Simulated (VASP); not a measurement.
WSe2, 6 atoms in the cell. The structure is tetragonal, space group P4_2/mnm (No. 136). Conventional cell: a = 6.206 Å, b = 6.206 Å, c = 3.375 Å, α = 90.00°, β = 90.00°, γ = 90.00°. W (site symmetry mmm) has 6 Se at 2.50 to 2.53 Å and 2 W at 3.37 Å within 3.4 Å. Within 3.4 Å of Se (site symmetry m2m) lie 3 W at 2.50 to 2.53 Å and 2 Se at 3.37 Å. 

| Property | Result |
| --- | --- |
| Program | VASP 6.6.1 |
| Task | single point |
| Functional | PBE |
| Potentials or basis | VASP PAW PBE potentials, release 64 (W_sv, Se) |
| Cutoff | 520 eV |
| k mesh | 4 × 4 × 6 |
| Occupations | fermi-dirac, width 0.02 eV |
| Spin | no spin polarisation |
| Dipole correction | no |
| Further INCAR settings | ALGO = Normal; EDIFF = 1e-06; NBANDS = 35 |

Potentials or basis: VASP PAW PBE potentials, release 64 (W_sv, Se).

Command:

```bash
$ cat potpaw_PBE.64/W_sv/POTCAR potpaw_PBE.64/Se/POTCAR > POTCAR
$ mpirun -np 1 vasp_std > vasp.out
```

Hardware: 1 thread of Intel(R) Xeon(R) Platinum 8559C (Emerald Rapids), with other jobs on the host.

Q: How long does it take, and how much memory?

A: Run time: 67 s on 1 thread of Intel(R) Xeon(R) Platinum 8559C (Emerald Rapids), on a shared host, peak memory 0.29 GiB. Counts: scf iterations 14, k points 24.
